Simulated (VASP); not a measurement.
# KTaO3 (so) (Pm-3m) in VASP: a series of runs

The runs below take KTaO3 (so) through single point, with PBE.

Program: VASP 6.6.1. These are calculated values, not measurements. Logs are shortened: lines on timing, memory, paths and dates and some standing lists are left out, and cuts for length are marked.

## 1. The cell of the first run

Symmetry: Pm-3m, No. 221, cubic system. The conventional cell has a = 4.023 Å, b = 4.023 Å, c = 4.023 Å, α = 90.00°, β = 90.00°, γ = 90.00°. K (site symmetry m-3m) has 12 O at 2.84 Å and 8 Ta at 3.48 Å within 3.7 Å. Ta (site symmetry m-3m) has 6 O at 2.01 Å within 2.7 Å. O (site symmetry 4/mmm) has 2 Ta at 2.01 Å within 2.7 Å.

## 2. Single point, PBE, non-collinear spin, zero start, spin-orbit coupling

The input, INCAR:

```
PREC = Accurate
ENCUT = 520
EDIFF = 1E-6
ISMEAR = 0
SIGMA = 0.02
LREAL = False
LASPH = True
NELM = 150
ALGO = Normal
ISIF = 2
LWAVE = False
LCHARG = False
MAGMOM = 0 0 0 0 0 0 0 0 0 0 0 0 0 0 0
LORBIT = 11
LSORBIT = True
GGA_COMPAT = False
LORBMOM = True
LMAXMIX = 4
GGA = PE
NBANDS = 53
```

The input, KPOINTS:

```
Automatic mesh
0
Gamma
  8 8 8
```

The input, POSCAR:

```
KTaO3
1.0
    4.0231154096      0.0000000000      0.0000000000
    0.0000000000      4.0231154096      0.0000000000
    0.0000000000      0.0000000000      4.0231154096
K Ta O
1 1 3
Direct
    0.5000000000      0.5000000000      0.5000000000
    0.0000000000      0.0000000000      0.0000000000
    0.5000000000      0.0000000000      0.0000000000
    0.0000000000      0.5000000000      0.0000000000
    0.0000000000      0.0000000000      0.5000000000
```

Potentials or basis: VASP PAW PBE potentials, release 64 (K_sv, Ta_pv, O).

Launch:

```sh
$ cat potpaw_PBE.64/K_sv/POTCAR potpaw_PBE.64/Ta_pv/POTCAR potpaw_PBE.64/O/POTCAR > POTCAR
$ mpirun -np 1 vasp_ncl > vasp.out
```

OUTCAR:

```text
PREC = Accurate
   ENCUT = 520
   EDIFF = 1E-6
   ISMEAR = 0
   LREAL = False
   LASPH = True
   NELM = 150
   ISIF = 2
   LORBIT = 11
   LSORBIT = True
   GGA = PE

 ion  position               nearest neighbor table
   1  0.500  0.500  0.500-   3 2.84   4 2.84   5 2.84   3 2.84   4 2.84   3 2.84   5 2.84   3 2.84
                             4 2.84   5 2.84   4 2.84   5 2.84   2 3.48   2 3.48   2 3.48   2 3.48
   2  0.000  0.000  0.000-   3 2.01   4 2.01   5 2.01   5 2.01   4 2.01   3 2.01   1 3.48   1 3.48
                             1 3.48   1 3.48   1 3.48   1 3.48   1 3.48   1 3.48
   3  0.500  0.000  0.000-   2 2.01   2 2.01   1 2.84   1 2.84   1 2.84   1 2.84
   4  0.000  0.500  0.000-   2 2.01   2 2.01   1 2.84   1 2.84   1 2.84   1 2.84
   5  0.000  0.000  0.500-   2 2.01   2 2.01   1 2.84   1 2.84   1 2.84   1 2.84

  LATTYP: Found a simple cubic cell.
 ALAT       =     4.0231154096

  Lattice vectors:

 A1 = (   4.0231154096,   0.0000000000,   0.0000000000)
 A2 = (   0.0000000000,   4.0231154096,   0.0000000000)
 A3 = (   0.0000000000,   0.0000000000,   4.0231154096)

Analysis of symmetry for initial positions (statically):
=====================================================================
 Subroutine PRICEL returns:
 Original cell was already a primitive cell.

 Routine SETGRP: Setting up the symmetry group for a
 simple cubic supercell.

 Subroutine GETGRP returns: Found 48 space group operations
 (whereof 48 operations were pure point group operations)
 out of a pool of 48 trial point group operations.

The static configuration has the point symmetry O_h .

Analysis of symmetry for dynamics (positions and initial velocities):
=====================================================================
 Subroutine PRICEL returns:
 Original cell was already a primitive cell.

 Routine SETGRP: Setting up the symmetry group for a
 simple cubic supercell.

 Subroutine GETGRP returns: Found 48 space group operations
 (whereof 48 operations were pure point group operations)
 out of a pool of 48 trial point group operations.

The dynamic configuration has the point symmetry O_h .

Analysis of structural, dynamic, and magnetic symmetry:
=====================================================================
 Subroutine PRICEL returns:
 Original cell was already a primitive cell.

 Routine SETGRP: Setting up the symmetry group for a
 simple cubic supercell.

 Subroutine GETGRP returns: Found 48 space group operations
 (whereof 48 operations were pure point group operations)
 out of a pool of 48 trial point group operations.

The overall configuration has the point symmetry O_h .

 Subroutine INISYM returns: Found 48 space group operations
 (whereof 48 operations are pure point group operations),
 and found     1 'primitive' translations

----------------------------------------------------------------------------------------

                                     Primitive cell

  volume of cell :      65.1160

  direct lattice vectors                    reciprocal lattice vectors
     4.023115410  0.000000000  0.000000000     0.248563588  0.000000000  0.000000000
     0.000000000  4.023115410  0.000000000     0.000000000  0.248563588  0.000000000
     0.000000000  0.000000000  4.023115410     0.000000000  0.000000000  0.248563588

  length of vectors
     4.023115410  4.023115410  4.023115410     0.248563588  0.248563588  0.248563588

  position of ions in fractional coordinates (direct lattice)
     0.500000000  0.500000000  0.500000000
     0.000000000  0.000000000  0.000000000
     0.500000000  0.000000000  0.000000000
     0.000000000  0.500000000  0.000000000
     0.000000000  0.000000000  0.500000000

  ion indices of the primitive-cell ions
   primitive index   ion index
                 1           1
                 2           2
                 3           3
                 4           4
                 5           5

----------------------------------------------------------------------------------------

 KPOINTS: Automatic mesh

[... 123 lines left out ...]
 fundamental gap:      1.9472847810
 Fermi energy:         1.7707993214

 k-point     1 :       0.0000    0.0000    0.0000
  band No.  band energies     occupation
      1     -37.9249      1.00000
      2     -37.9249      1.00000
      3     -30.1706      1.00000
      4     -30.1706      1.00000
      5     -30.1706      1.00000
      6     -30.1706      1.00000
[... 1261 lines left out ...]
     49      11.7782      0.00000
     50      11.7782      0.00000

 [... further k-points ...]

 [bands above 50 left out]

------------------------ aborting loop because EDIFF is reached ----------------------------------------

  FORCE on cell =-STRESS in cart. coord.  units (eV):
  Direction    XX          YY          ZZ          XY          YZ          ZX
  --------------------------------------------------------------------------------------
  -------------------------------------------------------------------------------------
  Total        0.3920736      0.3920736      0.3920736     -0.0000000     -0.0000000      0.0000000
  in kB        9.6469649      9.6469649      9.6469649     -0.0000000     -0.0000000      0.0000000
  external PRESSURE =       9.6469649 kB  Pullay stress =       0.0000000 kB

 VOLUME and BASIS-vectors are now :
 -----------------------------------------------------------------------------
  energy-cutoff  :      520.00
  volume of cell :       65.12
      direct lattice vectors                 reciprocal lattice vectors
     4.023115410  0.000000000  0.000000000     0.248563588  0.000000000  0.000000000
     0.000000000  4.023115410  0.000000000     0.000000000  0.248563588  0.000000000
     0.000000000  0.000000000  4.023115410     0.000000000  0.000000000  0.248563588

 POSITION                                       TOTAL-FORCE (eV/Angst)
 -----------------------------------------------------------------------------------
      2.01156      2.01156      2.01156         0.000000      0.000000      0.000000
      0.00000      0.00000      0.00000         0.000000      0.000000      0.000000
      2.01156      0.00000      0.00000         0.000000      0.000000      0.000000
      0.00000      2.01156      0.00000         0.000000      0.000000      0.000000
      0.00000      0.00000      2.01156         0.000000      0.000000      0.000000
 -----------------------------------------------------------------------------------
    total drift:                                0.000000      0.000000     -0.000000

  FREE ENERGIE OF THE ION-ELECTRON SYSTEM (eV)
  ---------------------------------------------------
  free  energy   TOTEN  =       -41.6755111468 eV

  energy  without entropy=      -41.6755111468  energy(sigma->0) =      -41.67551115

 orbital moment (x)

 # of ion     p       d       tot
 ----------------------------------------
  1         0.000   0.000   0.000
  2         0.000   0.000   0.000
  3         0.000   0.000   0.000
  4         0.000   0.000   0.000
  5         0.000   0.000   0.000
 ----------------------------------------
            0.000   0.000   0.000

 orbital moment (y)

 # of ion     p       d       tot
 ----------------------------------------
  1         0.000  -0.000  -0.000
  2         0.000   0.000   0.000
  3         0.000   0.000   0.000
  4         0.000   0.000   0.000
  5         0.000   0.000   0.000
 ----------------------------------------
            0.000   0.000   0.000

 orbital moment (z)

 # of ion     p       d       tot
 ----------------------------------------
  1         0.000   0.000   0.000
  2        -0.000   0.000  -0.000
  3        -0.000   0.000  -0.000
  4         0.000   0.000   0.000
  5         0.000   0.000   0.000
 ----------------------------------------
           -0.000   0.000  -0.000

 Spin-Orbit-Coupling matrix elements

 Ion:    1  E_soc:     -0.0079750
 l=   1
     0.0000000    -0.0013289    -0.0013289
    -0.0013289     0.0000000    -0.0013289
    -0.0013289    -0.0013289     0.0000000
 l=   2
     0.0000000    -0.0000000     0.0000000    -0.0000000    -0.0000003
    -0.0000000     0.0000000    -0.0000002    -0.0000000    -0.0000001
     0.0000000    -0.0000002     0.0000000    -0.0000002     0.0000000
    -0.0000000    -0.0000000    -0.0000002     0.0000000    -0.0000001
    -0.0000003    -0.0000001     0.0000000    -0.0000001     0.0000000
 l=   3
     0.0000000     0.0000000     0.0000000     0.0000000     0.0000000     0.0000000     0.0000000
     0.0000000     0.0000000     0.0000000     0.0000000     0.0000000     0.0000000     0.0000000
     0.0000000     0.0000000     0.0000000     0.0000000     0.0000000     0.0000000     0.0000000
     0.0000000     0.0000000     0.0000000     0.0000000     0.0000000     0.0000000     0.0000000
[... 69 lines left out ...]
 l=   2
     0.0000000     0.0000000     0.0000000     0.0000000     0.0000000
     0.0000000     0.0000000     0.0000000     0.0000000     0.0000000
     0.0000000     0.0000000     0.0000000     0.0000000     0.0000000
     0.0000000     0.0000000     0.0000000     0.0000000     0.0000000
     0.0000000     0.0000000     0.0000000     0.0000000     0.0000000
 l=   3
     0.0000000     0.0000000     0.0000000     0.0000000     0.0000000     0.0000000     0.0000000
     0.0000000     0.0000000     0.0000000     0.0000000     0.0000000     0.0000000     0.0000000
     0.0000000     0.0000000     0.0000000     0.0000000     0.0000000     0.0000000     0.0000000
     0.0000000     0.0000000     0.0000000     0.0000000     0.0000000     0.0000000     0.0000000
     0.0000000     0.0000000     0.0000000     0.0000000     0.0000000     0.0000000     0.0000000
     0.0000000     0.0000000     0.0000000     0.0000000     0.0000000     0.0000000     0.0000000
     0.0000000     0.0000000     0.0000000     0.0000000     0.0000000     0.0000000     0.0000000

 total charge

# of ion       s       p       d       tot
------------------------------------------
    1        1.961   5.604   0.045   7.610
    2        0.339   6.336   2.028   8.703
    3        1.561   3.506   0.000   5.067
    4        1.561   3.506   0.000   5.067
    5        1.561   3.506   0.000   5.067
--------------------------------------------------
tot          6.984  22.458   2.073  31.515

 magnetization (x)

# of ion       s       p       d       tot
------------------------------------------
    1        0.000   0.000  -0.000  -0.000
    2       -0.000   0.000   0.000   0.000
    3        0.000   0.000   0.000   0.000
    4       -0.000   0.000   0.000   0.000
    5       -0.000   0.000   0.000   0.000
--------------------------------------------------
tot         -0.000   0.000   0.000   0.000

 magnetization (y)

# of ion       s       p       d       tot
------------------------------------------
    1       -0.000   0.000   0.000  -0.000
    2       -0.000   0.000  -0.000  -0.000
    3        0.000  -0.000   0.000  -0.000
    4       -0.000  -0.000   0.000  -0.000
    5       -0.000   0.000   0.000   0.000
--------------------------------------------------
tot         -0.000  -0.000  -0.000  -0.000

 magnetization (z)

# of ion       s       p       d       tot
------------------------------------------
    1       -0.000  -0.000   0.000   0.000
    2       -0.000  -0.000  -0.000  -0.000
    3        0.000   0.000   0.000   0.000
    4        0.000   0.000   0.000   0.000
    5        0.000   0.000   0.000   0.000
--------------------------------------------------
tot          0.000   0.000   0.000   0.000
```

It took 4.1 min on 1 thread of Intel Xeon Platinum 8259CL at 2.50GHz (Skylake/Cascade Lake), shared host; peak memory 0.39 GiB.

Results:

- Free energy: -41.6755 eV
- Pressure: 1.0 GPa
- Net moment: 0.00 μB per cell
- Valence electrons inside the program's atomic spheres: K 7.61; Ta 8.70; O 5.07

Moments on the atoms (μB; x, y, z):
```
K   0.00 0.00 0.00
Ta  0.00 0.00 0.00
O   0.00 0.00 0.00
O   0.00 0.00 0.00
O   0.00 0.00 0.00
```

## 3. Single point, PBE, non-collinear spin, zero start, spin-orbit coupling

The input, INCAR:

```
SYSTEM = KTaO3
PREC     = Accurate       ! precision mode
ENCUT    = 520            ! plane-wave cutoff, eV
EDIFF    = 1E-6           ! SCF threshold, eV
ISMEAR   = 0              ! smearing method
SIGMA    = 0.02           ! smearing width, eV
LREAL    = .False.        ! projectors in reciprocal space
LASPH    = .True.         ! aspherical terms in the spheres
NELM     = 150            ! most SCF steps
ALGO     = Normal         ! electronic algorithm
ISIF     = 2              ! what is computed and relaxed
LWAVE    = .False.        ! write WAVECAR
LCHARG   = .False.        ! write CHGCAR
LNONCOLLINEAR= .True.         ! non-collinear magnetism
MAGMOM   = 0 0 0 0 0 0 0 0 0 0 0 0 0 0 0 ! initial moments
LORBIT   = 11             ! projections on sites
LSORBIT  = .True.         ! spin-orbit coupling
GGA_COMPAT= .False.      
LORBMOM  = .True.       
LMAXMIX  = 4              ! l up to which the mixer works
GGA      = PE             ! functional
NBANDS   = 53             ! bands
```

The input, KPOINTS:

```
regular mesh
0
Gamma
  8 8 8
  0 0 0
```

POSCAR is that of step 2.

Potentials or basis: VASP PAW PBE potentials, release 64 (K_sv, Ta_pv, O).

Launch:

```sh
$ cat potpaw_PBE.64/K_sv/POTCAR potpaw_PBE.64/Ta_pv/POTCAR potpaw_PBE.64/O/POTCAR > POTCAR
$ mpirun -np 1 vasp_ncl > vasp.out
```

It took 3.7 min on 1 thread of Intel Xeon Platinum 8259CL at 2.50GHz (Skylake/Cascade Lake), shared host; peak memory 0.39 GiB.

The run converged. Its results:

```yaml
Free_energy: -41.6755 eV
Pressure: 1.0 GPa
Net_moment: 0.00 μB per cell
Valence_electrons_inside_the_program's_atomic_spheres: K 7.61; Ta 8.70; O 5.07
```

Moments on the atoms (μB; x, y, z):
```
K   0.00 0.00 0.00
Ta  0.00 0.00 0.00
O   0.00 0.00 0.00
O   0.00 0.00 0.00
O   0.00 0.00 0.00
```
